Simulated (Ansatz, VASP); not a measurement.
# Two plane-wave programs on Ni

```
Ni
1.0
     0.00000    3.51600    3.51600
     1.75800    0.00000    1.75800
     1.75800    1.75800    0.00000
Ni
2
Direct
  0.00000 0.00000 0.00000
  0.50000 0.00000 0.00000
```

Alike in both runs: task single point; functional PBE; k mesh 7 × 14 × 14; occupations fermi-dirac, width 0.1 eV; collinear spin.

|  | VASP | Ansatz |
| --- | --- | --- |
| version | VASP 6.6.1 | Ansatz 0.2.0 |
| potentials or method | VASP PAW PBE potentials, release 64 (Ni), cutoff 520 eV | PAW, plane waves, scalar-relativistic |
| valence electrons in the cell | 20 | 36 |

Ansatz gave:

```
pressure (GPa)                                                : 0.8
net moment per atom (μB)                                      : 0.61
size of the moment on the site where the two differ most (μB) : 0.65
```

Problem. Which values does VASP return?

Solution. Pressure (GPa): 0.7; net moment per atom (μB): 0.59; size of the moment on the site where the two differ most (μB): 0.60.

Site moments also hang on the region over which each program counts them. VASP's potentials hold 20 valence electrons a cell and Ansatz's 36, so a difference there can come from the potentials and not from the codes.
